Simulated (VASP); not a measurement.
Write the native input for VASP 6.6.1 that does the following.

- Task: single point
- Functional: PBE
- Potentials or basis: VASP PAW PBE potentials, release 64 (Si, C)
- Cutoff: 520 eV
- k mesh: 12 × 12 × 6
- Occupations: gaussian, width 0.05 eV
- Spin: no spin polarisation
- Dipole correction: no
- Further INCAR settings: ALGO = Normal; EDIFF = 1e-06; NBANDS = 16

The structure of SiC lies in POSCAR:

```
SiC
1.0
    3.0509791851      0.0000000000      0.0000000000
   -1.5254895925      2.6422254807      0.0000000000
    0.0000000000      0.0000000000      5.2113775460
Si C
2 2
Direct
    0.3333333333      0.6666666667      0.0063638928
    0.6666666667      0.3333333333      0.5063638928
    0.3333333333      0.6666666667      0.3786361072
    0.6666666667      0.3333333333      0.8786361072
```

These files were run (other wordings do the same):

INCAR

```
SYSTEM = SiC
PREC = Accurate
ENCUT = 520
EDIFF = 1E-6
ISMEAR = 0
SIGMA = 0.05
LREAL = .FALSE.
LASPH = .TRUE.
NELM = 80
ALGO = Normal
ISIF = 2
LWAVE = .FALSE.
LCHARG = .FALSE.
GGA = PE
NBANDS = 16
```

KPOINTS

```
Automatic mesh
0
G
  12 12 6
  0 0 0
```

Potentials or basis: VASP PAW PBE potentials, release 64 (Si, C).

Launch:

```sh
$ cat potpaw_PBE.64/Si/POTCAR potpaw_PBE.64/C/POTCAR > POTCAR
$ mpirun -np 1 vasp_std > vasp.out
```

Results of the run:

- Pressure: 0.2 GPa
- Largest force: 0.008 eV/Å
- Band gap on the k mesh: 2.01 eV (least direct gap 4.24 eV)

Caveat: the stress differs along the axes, from -13 to 7 GPa.

Wall time 30 s on 1 thread of Intel(R) Xeon(R) Platinum 8488C (Sapphire Rapids), with other jobs on the host, peak memory 0.17 GiB.
